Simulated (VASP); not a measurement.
Write the native input for VASP 6.6.1 that does the following.

```
Task                   : single point
Functional             : PBEsol
Potentials or basis    : VASP PAW PBE potentials, release 64 (Ca_sv, Be)
Cutoff                 : 520 eV
k mesh                 : 22 × 22 × 22
Occupations            : gaussian, width 0.1 eV
Spin                   : no spin polarisation
Dipole correction      : no
Further INCAR settings : ALGO = Fast; EDIFF = 1e-06; NBANDS = 14
```

The structure of CaBe2 lies in POSCAR:

```
CaBe2
1.0
   -1.5143789885      1.5143789885      5.1881710850
    1.5143789885     -1.5143789885      5.1881710850
    1.5143789885      1.5143789885     -5.1881710850
Ca Be
1 2
Direct
    0.0000000000      0.0000000000      0.0000000000
    0.2861425896      0.2861425896      0.0000000000
    0.7138574104      0.7138574104      0.0000000000
```

These files were run (other wordings do the same):

INCAR

```
ALGO = Fast
EDIFF = 1E-6
ENCUT = 520
GGA = PS
ISIF = 2
ISMEAR = 0
LASPH = True
LCHARG = False
LREAL = False
LWAVE = False
NBANDS = 14
NELM = 80
PREC = Accurate
SIGMA = 0.1
```

KPOINTS

```
k-points
0
Gamma
  22 22 22
```

Potentials or basis: VASP PAW PBE potentials, release 64 (Ca_sv, Be).

Launch:

```sh
$ cat potpaw_PBE.64/Ca_sv/POTCAR potpaw_PBE.64/Be/POTCAR > POTCAR
$ mpirun -np 1 vasp_std > vasp.out
```

Results of the run:

The pressure is -1.2 GPa and the largest force is 0.034 eV/Å. The band gap on the k mesh is zero (bands 7 and 8 overlap by 1.44 eV).

Caveat: the PAW data sets were made with another functional, which shifts forces and pressure a little.

Wall time 25 min on 1 thread of Intel(R) Xeon(R) Platinum 8488C (Sapphire Rapids) (shared host), peak memory 0.73 GiB.
